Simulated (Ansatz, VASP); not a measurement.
# One calculation of HfSiO4, two programs

```
CELL_PARAMETERS angstrom
5.84195 0.00000 0.00000
-2.92097 5.05927 0.00000
0.00000 0.00000 9.51828
ATOMIC_POSITIONS crystal
Hf 0.33333 0.66667 0.43795
Hf 0.66667 0.33333 0.93795
Si 0.33333 0.66667 0.06242
Si 0.66667 0.33333 0.56242
O 0.33333 0.66667 0.23392
O 0.66667 0.33333 0.73392
O 0.48544 0.97088 0.00524
O 0.51456 0.48544 0.50524
O 0.02912 0.51456 0.00524
O 0.51456 0.02912 0.50524
O 0.48544 0.51456 0.00524
O 0.97088 0.48544 0.50524
```

Alike in both runs: task single point; functional PBE; k mesh 3 × 3 × 2; occupations gaussian, width 0.1 eV; no spin polarisation.

|  | VASP | Ansatz |
| --- | --- | --- |
| version | VASP 6.6.1 | Ansatz 0.2.0 |
| potentials or method | VASP PAW PBE potentials, release 64 (Hf_pv, Si, O), cutoff 600 eV | scalar-relativistic, plane waves, PAW |
| valence electrons in the cell | 76 | 108 |

Ansatz gave:

```
gap on the k mesh at the Fermi level (eV) : 4.77
least direct gap on the mesh (eV)         : 4.77
pressure (GPa)                            : 0.0
rms of the force components (eV/Å)        : 0.003
```

Which values does VASP return?

gap on the k mesh at the Fermi level (eV): 4.78; least direct gap on the mesh (eV): 4.78; pressure (GPa): -0.6; rms of the force components (eV/Å): 0.091.

Atom by atom the forces differ by 0.089 eV/Å (rms over components). The functional is the same, so the differences come from potentials, cutoffs and numerics. VASP's potentials hold 76 valence electrons a cell and Ansatz's 108, so a difference there can come from the potentials and not from the codes.

Neither program's run includes spin-orbit coupling.
